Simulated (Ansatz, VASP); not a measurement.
# MgO: VASP beside Ansatz

```
Mg O
1.0
     0.00000    2.03069    2.10217
     2.03069    0.00000    2.10217
     2.03069    2.03069    0.00000
Mg O
1 1
Direct
  0.00000 0.00000 0.00000
  0.50000 0.50000 0.50000
```

Change from the starting cell: biaxial_xy strain -3.4%.

Alike in both runs: task single point; functional r2SCAN; k mesh 10 × 10 × 10; no spin polarisation.

```csv
,VASP,Ansatz
version,VASP 6.6.1,Ansatz 0.2.0
potentials or method,"VASP PAW PBE potentials, release 64 (Mg, O)","plane waves, PAW"
plane-wave cutoff (eV),520,500
occupations,"gaussian, width 0.01 eV",fixed
valence electrons in the cell,8,16
```

Ansatz gave:

- gap on the k mesh at the Fermi level (eV): 6.37
- pressure (GPa): 13.8
- traceless stress, the component that is largest in VASP (GPa): -6.86

**Question.** What did VASP give for the same quantities?

**Answer.** gap on the k mesh at the Fermi level (eV): 6.34; pressure (GPa): 12.7; traceless stress, the component that is largest in VASP (GPa): -6.90.

VASP's potentials were made for PBE, not for r2SCAN. VASP's potentials hold 8 valence electrons a cell and Ansatz's 16, so a difference there can come from the potentials and not from the codes.
